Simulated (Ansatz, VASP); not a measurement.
## One calculation of Sc, two programs

```
CELL_PARAMETERS angstrom
-1.77091 1.77091 1.77091
1.77091 -1.77091 1.77091
1.77091 1.77091 -1.77091
ATOMIC_POSITIONS crystal
Sc 0.00000 0.00000 0.00000
```

Alike in both runs: task single point; functional BLYP; k mesh 14 × 14 × 14; occupations fermi-dirac, width 0.1 eV; no spin polarisation.

```csv
,VASP,Ansatz
version,VASP 6.6.1,Ansatz 0.2.0
potentials or method,"VASP PAW PBE potentials, release 64 (Sc_sv), cutoff 520 eV","plane waves (420 eV) with PAW, scalar-relativistic"
valence electrons in the cell,11,11
```

```csv
,VASP,Ansatz,Ansatz less VASP
pressure (GPa),8.0,7.9,-0.04
```

VASP's potentials were made for PBE, not for BLYP.
